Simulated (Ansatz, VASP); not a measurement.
**One calculation of BaS, two programs**

File INCAR:

```
SYSTEM = BaS
PREC = Accurate
ENCUT = 520
EDIFF = 1E-6
ISMEAR = -1
SIGMA = 0.02
LREAL = .False.
LASPH = .True.
NELM = 100
ALGO = Normal
ISIF = 2
LWAVE = .False.
LCHARG = .True.
GGA = PE
LELF = .True.
LVHAR = .True.
NBANDS = 15
```

The input KPOINTS:

```
regular mesh
0
Gamma
  6 6 6
  0 0 0
```

Contents of POSCAR:

```
BaS
1.0
    0.0686285295      3.5194117709      3.5194117709
    3.5194117709      0.0686285295      3.5194117709
    3.5880403004      3.5880403004      0.0000000000
Ba S
1 1
Direct
    0.0039566894      0.0039566894     -0.0039566894
    0.2460433106      0.2460433106      0.2539566894
```

Input for Ansatz:

```yaml
crystal:
  lattice:
    - [0.0686285295, 3.5194117709, 3.5194117709]
    - [3.5194117709, 0.0686285295, 3.5194117709]
    - [3.5880403004, 3.5880403004, 0.0]
  atoms:
    - { symbol: Ba, position: [0.0039566894, 0.0039566894, -0.0039566894] }
    - { symbol: S, position: [0.2460433106, 0.2460433106, 0.2539566894] }
kpoints:
  mp_grid: { grid: [6, 6, 6] }
  band_path:
    path:
      - [0.0, 0.0, 0.0]
      - [-0.5, -0.5, 0.0]
      - [-0.375, -0.375, 0.25]
      - [-0.375, 0.0, 0.375]
      - [0.0, 0.0, 0.5]
      - [-0.5, -0.25, 0.25]
    npoints: 1
hamiltonian:
  xc: pbe
scf:
  occupations: { method: fermi_dirac, width: 0.02 }
  n_extra_bands: 4
output:
  forces: true
  stress: true
  eigenvalues: true
  write_density: true
  write_potential: true
  elf: true
  volumetric_format: npy
```

Change from the starting cell: shear_xy strain +3.9%.

Alike in both runs: task single point; functional PBE; k mesh 6 × 6 × 6; occupations fermi-dirac, width 0.02 eV; no spin polarisation.

|  | VASP | Ansatz |
| --- | --- | --- |
| version | VASP 6.6.1 | Ansatz 0.2.0 |
| potentials or method | VASP PAW PBE potentials, release 64 (Ba_sv, S) | plane waves, PAW |
| plane-wave cutoff (eV) | 520 | 420 |
| valence electrons in the cell | 16 | 16 |

Ansatz gave:

- gap on the k mesh at the Fermi level (eV): 2.73
- pressure (GPa): -0.1
- traceless stress, the component that is largest in VASP (GPa): -0.29
- rms of the force components (eV/Å): 0.004

Task: Which values does VASP return?

Result: gap on the k mesh at the Fermi level (eV): 2.75; pressure (GPa): 0.4; traceless stress, the component that is largest in VASP (GPa): -0.29; rms of the force components (eV/Å): 0.000.

Atom by atom the forces differ by 0.004 eV/Å (rms over components). With one functional, cell and mesh, what is left measures potentials, basis and numerics.

Spin-orbit coupling is off throughout.
